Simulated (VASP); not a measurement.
# ZrSiO4 in VASP: single point with PBEsol

Aim: the single point of ZrSiO4 with PBEsol.

All numbers are computed with VASP 6.6.1; they aren't measurements. Logs are shortened: lines on timing, memory, paths and dates and some standing lists are left out, and cuts for length are marked.

### 1 The cell of the first run

The typed cell holds 36 atoms: a = 6.616 Å, b = 6.616 Å, c = 10.113 Å, α = 109.09°, β = 109.09°, γ = 90.00°.

### 2 Single point, PBEsol

Input file INCAR:

```
SYSTEM = ZrSiO4
PREC = Accurate
ENCUT = 600
EDIFF = 1E-6
ISMEAR = 0
SIGMA = 0.02
LREAL = Auto
LASPH = .TRUE.
NELM = 120
ALGO = Normal
ISIF = 2
LWAVE = .FALSE.
LCHARG = .FALSE.
GGA = PS
NBANDS = 144
GGA_COMPAT = .FALSE.
```

Input file KPOINTS:

```
regular mesh
0
G
  2 2 2
  0 0 0
```

Input file POSCAR:

```
ZrSiO4
1.0
   -6.6161707342      0.0000000000      0.0000000000
    0.0000000000      6.6161707342      0.0000000000
    3.3080853671     -3.3080853671     -8.9654080826
Zr Si O
6 6 24
Direct
    0.3333445197      0.3326095647      0.6655831971
    0.6666688537      0.6659218257      0.3322530755
    0.0000040485     -0.0007400954      0.9989242954
    0.2500037861      0.7492668223      0.4989212574
    0.5833418268      0.0826030105      0.1655836142
    0.9166788067      0.4159273855      0.8322548757
    0.8333409558      0.8325905138      0.6655941657
    0.1666890281      0.1659325114      0.3322538590
    0.5000025897      0.4992815426      0.9989147484
    0.7500068720      0.2492444993      0.4989172957
    0.0833362810      0.5825915451      0.1655904469
    0.4166628995      0.9159483054      0.8322517871
    0.8936535659      0.7083504885      0.7861139539
    0.2269882085      0.0416839823      0.4527662789
    0.5602693406      0.3750309259      0.1194299412
    0.6257778550      0.3095684376      0.6194435610
    0.9590924672      0.6428529577      0.2861072197
    0.2924240273      0.9762206180      0.9527706597
    0.9947724699      0.3094595519      0.6194308135
    0.3280956676      0.6428333079      0.2861110304
    0.6614252465      0.9761807195      0.9527716901
    0.2269190528      0.4106921867      0.4527758649
    0.5602593072      0.7440364455      0.1194392187
    0.8935556713      0.0773496004      0.7861160486
    0.9575697323      0.7723841277      0.5450639331
    0.2909202196      0.1057137066      0.2117285526
    0.6242433666      0.4390646794      0.8783949297
    0.6897957811      0.3734853943      0.3783931068
    0.0231108834      0.7068431778      0.0450780067
    0.3564509497      0.0401938381      0.7117362756
    0.6896767760      0.0044870369      0.3784022267
    0.0230479266      0.3378355019      0.0450665465
    0.3563501238      0.6711872602      0.7117279076
    0.9219231622      0.1056365618      0.2117393914
    0.2552417301      0.4390010798      0.8783981099
    0.5885787314      0.7722723877      0.5450763761
```

Potentials or basis: VASP PAW PBE potentials, release 64 (Zr_sv, Si, O).

Command:

```sh
> cat potpaw_PBE.64/Zr_sv/POTCAR potpaw_PBE.64/Si/POTCAR potpaw_PBE.64/O/POTCAR > POTCAR
> mpirun -np 1 vasp_std > vasp.out
```

OUTCAR:

```text
SYSTEM = ZrSiO4
   PREC = Accurate
   ENCUT = 600
   EDIFF = 1E-6
   ISMEAR = 0
   LREAL = Auto
   LASPH = .TRUE.
   NELM = 120
   ISIF = 2
   GGA = PS

 ion  position               nearest neighbor table
   1  0.333  0.333  0.666-  30 2.13  19 2.13  16 2.13  33 2.13  22 2.26  27 2.26  35 2.27  14 2.27
                             8 2.99   9 2.99   4 3.63   6 3.63   6 3.63   4 3.63
   2  0.667  0.666  0.332-  31 2.13  17 2.13  20 2.13  28 2.13  25 2.26  15 2.27  23 2.27  36 2.27
                             9 2.99   7 2.99   5 3.63   4 3.63   4 3.63   5 3.63
   3  0.000  0.999  0.999-  29 2.13  18 2.13  32 2.13  21 2.13  24 2.26  34 2.27  26 2.27  13 2.27
                             8 2.99   7 2.99   5 3.63   6 3.63   5 3.63   6 3.63
   4  0.250  0.749  0.499-  14 2.13  36 2.13  22 2.13  25 2.13  33 2.26  20 2.26  17 2.27  30 2.27
                            12 2.99  11 2.99   1 3.63   2 3.63   2 3.63   1 3.63
   5  0.583  0.083  0.166-  26 2.13  23 2.13  34 2.13  15 2.13  28 2.26  21 2.26  18 2.27  31 2.27
                            12 2.99  10 2.99   2 3.63   3 3.63   3 3.63   2 3.63
   6  0.917  0.416  0.832-  35 2.13  13 2.13  27 2.13  24 2.13  16 2.27  32 2.27  29 2.27  19 2.27
                            11 2.99  10 2.99   3 3.63   1 3.63   3 3.63   1 3.63
   7  0.833  0.833  0.666-  13 1.63  24 1.63  36 1.63  25 1.63   3 2.99   2 2.99
   8  0.167  0.166  0.332-  14 1.63  26 1.63  22 1.63  34 1.63   1 2.99   3 2.99
   9  0.500  0.499  0.999-  23 1.63  35 1.63  27 1.63  15 1.63   1 2.99   2 2.99
  10  0.750  0.249  0.499-  31 1.63  16 1.63  19 1.63  28 1.63   5 2.99   6 2.99
  11  0.083  0.583  0.166-  17 1.63  32 1.63  29 1.63  20 1.63   4 2.99   6 2.99
  12  0.417  0.916  0.832-  18 1.63  30 1.63  21 1.63  33 1.63   4 2.99   5 2.99
  13  0.894  0.708  0.786-   7 1.63   6 2.13   3 2.27
  14  0.227  0.042  0.453-   8 1.63   4 2.13   1 2.27
  15  0.560  0.375  0.119-   9 1.63   5 2.13   2 2.27
  16  0.626  0.310  0.619-  10 1.63   1 2.13   6 2.27
  17  0.959  0.643  0.286-  11 1.63   2 2.13   4 2.27
  18  0.292  0.976  0.953-  12 1.63   3 2.13   5 2.27
[... 16 lines left out ...]
  35  0.255  0.439  0.878-   9 1.63   6 2.13   1 2.27
  36  0.589  0.772  0.545-   7 1.63   4 2.13   2 2.27

  LATTYP: Found a body centered tetragonal cell.
 ALAT       =     6.6161707342
 C/A-ratio  =     2.7101501587

  Lattice vectors:

 A1 = (  -3.3080853671,  -3.3080853671,   8.9654080826)
 A2 = (   3.3080853671,   3.3080853671,   8.9654080826)
 A3 = (  -3.3080853671,   3.3080853671,  -8.9654080826)

Analysis of symmetry for initial positions (statically):
=====================================================================
 Subroutine PRICEL returns:
 Original cell was already a primitive cell.

 Routine SETGRP: Setting up the symmetry group for a
 body centered tetragonal supercell.

 Subroutine GETGRP returns: Found  1 space group operations
 (whereof  1 operations were pure point group operations)
 out of a pool of 16 trial point group operations.

The static configuration has the point symmetry C_1 .

Analysis of symmetry for dynamics (positions and initial velocities):
=====================================================================
 Subroutine PRICEL returns:
 Original cell was already a primitive cell.

 Routine SETGRP: Setting up the symmetry group for a
 body centered tetragonal supercell.

 Subroutine GETGRP returns: Found  1 space group operations
 (whereof  1 operations were pure point group operations)
 out of a pool of 16 trial point group operations.

The dynamic configuration has the point symmetry C_1 .

 Subroutine INISYM returns: Found  1 space group operations
 (whereof  1 operations are pure point group operations),
 and found     1 'primitive' translations

----------------------------------------------------------------------------------------

                                     Primitive cell

  volume of cell :     392.4492

  direct lattice vectors                    reciprocal lattice vectors
    -6.616170734  0.000000000  0.000000000    -0.151144830  0.000000000 -0.055769910
     0.000000000  6.616170734  0.000000000     0.000000000  0.151144830 -0.055769910
     3.308085367 -3.308085367 -8.965408083     0.000000000  0.000000000 -0.111539820

  length of vectors
     6.616170734  6.616170734 10.112635645     0.161105687  0.161105687  0.111539820

  position of ions in fractional coordinates (direct lattice)
     0.333344520  0.332609565  0.665583197
     0.666668854  0.665921826  0.332253075
     0.000004049  0.999259905  0.998924295
     0.250003786  0.749266822  0.498921257
     0.583341827  0.082603011  0.165583614
     0.916678807  0.415927385  0.832254876
[... 28 lines left out ...]
     0.255241730  0.439001080  0.878398110
     0.588578731  0.772272388  0.545076376

  ion indices of the primitive-cell ions
   primitive index   ion index
                 1           1
                 2           2
                 3           3
                 4           4
                 5           5
                 6           6
[... 28 lines left out ...]
                35          35
                36          36

----------------------------------------------------------------------------------------

 KPOINTS: regular mesh

Automatic generation of k-mesh.
 Grid dimensions read from file:
 generate k-points for:    2    2    2

 Generating k-lattice:

  Cartesian coordinates                     Fractional coordinates (reciprocal lattice)
    -0.075572415  0.000000000 -0.027884955     0.500000000  0.000000000 -0.000000000
     0.000000000  0.075572415 -0.027884955     0.000000000  0.500000000 -0.000000000
     0.000000000  0.000000000 -0.055769910     0.000000000  0.000000000  0.500000000

  Length of vectors
     0.080552844  0.080552844  0.055769910

  Shift w.r.t. Gamma in fractional coordinates (k-lattice)
     0.000000000  0.000000000  0.000000000

 Subroutine IBZKPT returns following result:
 ===========================================

 Found      8 irreducible k-points:

 Following reciprocal coordinates:
            Coordinates               Weight
  0.000000  0.000000  0.000000      1.000000
  0.500000  0.000000  0.000000      1.000000
  0.000000  0.500000  0.500000      1.000000
  0.500000  0.000000  0.500000      1.000000
  0.000000  0.500000  0.000000      1.000000
  0.500000  0.500000  0.000000      1.000000
  0.500000  0.500000  0.500000      1.000000
  0.000000  0.000000  0.500000      1.000000
   k-points           NKPTS =      8   k-points in BZ     NKDIM =      8   number of bands    NBANDS=    144
   number of dos      NEDOS =    301   number of ions     NIONS =     36
   total plane-waves  NPLWV = 244944
   dimension x,y,z NGX =    54 NGY =   54 NGZ =   84
   dimension x,y,z NGXF=   108 NGYF=  108 NGZF=  168
   ions per type =               6   6  24
   NGX,Y,Z   is equivalent  to a cutoff of  13.57, 13.57, 13.81 a.u.
   NGXF,Y,Z  is equivalent  to a cutoff of  27.14, 27.14, 27.62 a.u.
 SYSTEM =  ZrSiO4
   PREC   = accura    normal or accurate (medium, high low for compatibility)
   ISTART =      0    job   : 0-new  1-cont  2-samecut
   ICHARG =      2    charge: 1-file 2-atom 10-const
   ISPIN  =      1    spin polarized calculation?
   LNONCOLLINEAR =      F non collinear calculations
   LSORBIT =      F    spin-orbit coupling
   LASPH  =      T    aspherical Exc in radial PAW
   ENCUT  =  600.0 eV  44.10 Ry    6.64 a.u.  13.21 13.21 20.20*2*pi/ulx,y,z
   NELM   =    120;   NELMIN=  2; NELMDL= -5     # of ELM steps
   EDIFF  = 0.1E-05   stopping-criterion for ELM
   LREAL  =      T    real-space projection
   EDIFFG = 0.1E-04   stopping-criterion for IOM
   NSW    =      0    number of steps for IOM
   IBRION =     -1    ionic relax: 0-MD 1-quasi-New 2-CG
   NFREE  =      0    steps in history (QN), initial steepest desc. (CG)
   ISIF   =      2    stress and relaxation
   ISYM   =      2    0-nonsym 1-usesym 2-fastsym
   POTIM  = 0.5000    time-step for ionic-motion
   TEBEG  =    0.0;   TEEND  =   0.0 temperature during run
   PSTRESS=    0.0 pullay stress
   NELECT =     240.0000    total number of electrons
   NUPDOWN=      -1.0000    fix difference up-down
   EMIN   =  10.00;   EMAX   =-10.00  energy-range for DOS
   EFERMI =   0.00;   METHOD = LEGACY
   ISMEAR =     0;   SIGMA  =   0.02  broadening in eV -4-tet -1-fermi 0-gaus
   EFERMI_NEDOS =   21; number of points for ismear=-14 and -15
   IALGO  =     38    algorithm
   IMIX   =      4    mixing-type and parameters
     AMIX     =   0.40;   BMIX     =  1.00
     AMIX_MAG =   1.60;   BMIX_MAG =  1.00
  volume/ion in A,a.u.               =      10.90        73.57
  Fermi-wavevector in a.u.,A,eV,Ry     =   1.389582  2.625929 26.271997  1.930937
  Thomas-Fermi vector in A             =   2.513599
   LORBIT       =      0    0 simple, 1 ext, 2 COOP (PROOUT), +10 PAW based schemes
   GGA     = PS    functional components
   LHFCALC =     F    Hartree Fock is set to
   AEXX    =    0.0000 exact exchange contribution
   IVDW    =     0    specifies the selected vdW correction
   LEPSILON=     F    determine dielectric tensor
   LRPA    =     F    only Hartree local field effects (RPA)
 non-spin polarized calculation
 Gauss-broadening in eV      SIGMA  =   0.02
  energy-cutoff  :      600.00
  volume of cell :      392.45
 maximum number of plane-waves:     13143
 NGX is ok and might be reduce to    54
   NGX = 27   NGY = 27   NGZ = 41

 number of electron     240.0000015 magnetization

 Free energy of the ion-electron system (eV)
  ---------------------------------------------------
  ext. energy  EPLUGINS =         0.00000000
  ---------------------------------------------------
  free energy    TOTEN  =      -329.77085756 eV

  energy without entropy =     -329.77085756  energy(sigma->0) =     -329.77085756

 E-fermi :   4.7487     XC(G=0): -11.2854

 val. band max:        4.6369979975   @ k =   0.0000   0.0000   0.0000
 cond. band min:       9.3603721704   @ k =   0.5000   0.5000   0.0000
 fundamental gap:      4.7233741729
 Fermi energy:         4.7487078686

 k-point     1 :       0.0000    0.0000    0.0000
  band No.  band energies     occupation
      1     -42.7672      2.00000
      2     -42.7598      2.00000
      3     -42.7598      2.00000
      4     -42.7453      2.00000
      5     -42.7452      2.00000
      6     -42.7379      2.00000
[... 1069 lines left out ...]
    131      10.4921      0.00000
    132      10.4921      0.00000
 [bands above 132 left out]

------------------------ aborting loop because EDIFF is reached ----------------------------------------

  FORCE on cell =-STRESS in cart. coord.  units (eV):
  Direction    XX          YY          ZZ          XY          YZ          ZX
  --------------------------------------------------------------------------------------
  -------------------------------------------------------------------------------------
  Total        0.4595054      0.4648142      1.7930689      0.0093337     -0.0001527     -0.0084707
  in kB        1.8759348      1.8976079      7.3202194      0.0381049     -0.0006233     -0.0345816
  external PRESSURE =       3.6979207 kB  Pullay stress =       0.0000000 kB

 VOLUME and BASIS-vectors are now :
 -----------------------------------------------------------------------------
  energy-cutoff  :      600.00
  volume of cell :      392.45
      direct lattice vectors                 reciprocal lattice vectors
    -6.616170734  0.000000000  0.000000000    -0.151144830  0.000000000 -0.055769910
     0.000000000  6.616170734  0.000000000     0.000000000  0.151144830 -0.055769910
     3.308085367 -3.308085367 -8.965408083     0.000000000  0.000000000 -0.111539820

 POSITION                                       TOTAL-FORCE (eV/Angst)
 -----------------------------------------------------------------------------------
     -0.00366     -0.00120     -5.96722         0.002083      0.000022      0.003806
     -3.31167      3.30673     -2.97878         0.002437     -0.000143      0.003769
      3.30450      3.30675     -8.95576         0.002098      0.000369      0.003936
     -0.00359      3.30680     -4.47303        -0.000391     -0.000598      0.000504
     -3.31172     -0.00125     -1.48452        -0.000136     -0.000688      0.000606
     -3.31173     -0.00132     -7.46150         0.000057     -0.001003      0.000505
[... 28 lines left out ...]
      1.21709     -0.00131     -7.87520         0.064694     -0.000062      0.040553
     -2.09098      3.30633     -4.88683         0.064731      0.000778      0.040704
 -----------------------------------------------------------------------------------
    total drift:                                0.012154     -0.014861     -0.019057

  FREE ENERGIE OF THE ION-ELECTRON SYSTEM (eV)
  ---------------------------------------------------
  free  energy   TOTEN  =      -329.7708575568 eV

  energy  without entropy=     -329.7708575568  energy(sigma->0) =     -329.77085756
```

It took 37 min on 1 thread of Intel Xeon 8259CL, shared host; peak memory 0.75 GiB.

Results:

| Quantity | Value |
| --- | --- |
| Free energy | -329.7709 eV |
| Pressure | 0.4 GPa |
| Largest force | 0.078 eV/Å |
| Band gap on the k mesh | 4.72 eV |

Forces in eV/Å, atoms in the order of the input:
```
Zr   0.002  0.000  0.004
Zr   0.002  0.000  0.004
Zr   0.002  0.000  0.004
Zr   0.000 -0.001  0.001
Zr   0.000 -0.001  0.001
Zr   0.000 -0.001  0.001
Si   0.001 -0.003 -0.001
Si   0.001 -0.002 -0.001
Si   0.001 -0.003 -0.003
Si   0.000  0.001 -0.003
Si   0.000  0.000 -0.002
Si   0.000 -0.001 -0.003
O    0.000 -0.064 -0.040
O    0.000 -0.065 -0.040
O   -0.001 -0.065 -0.040
O    0.066  0.000 -0.040
O    0.066  0.001 -0.041
O    0.065  0.001 -0.041
O   -0.065  0.001 -0.040
O   -0.066  0.000 -0.040
O   -0.066  0.000 -0.040
O    0.000  0.065 -0.039
O    0.000  0.065 -0.039
O   -0.001  0.065 -0.039
O   -0.066  0.000  0.042
O   -0.066  0.000  0.042
O   -0.066  0.000  0.042
O    0.000  0.066  0.038
O    0.000  0.066  0.039
O    0.000  0.066  0.039
O   -0.002 -0.064  0.039
O   -0.001 -0.065  0.038
O   -0.001 -0.065  0.038
O    0.065  0.000  0.041
O    0.065  0.000  0.041
O    0.065  0.001  0.041
```

Stress tensor (GPa, compression positive):
```
0.19 0.00 0.00
0.00 0.19 0.00
0.00 0.00 0.73
```

Caveat: the k points lie up to 0.51 Å⁻¹ apart; the PAW data sets were made with another functional, which shifts forces and pressure a little.
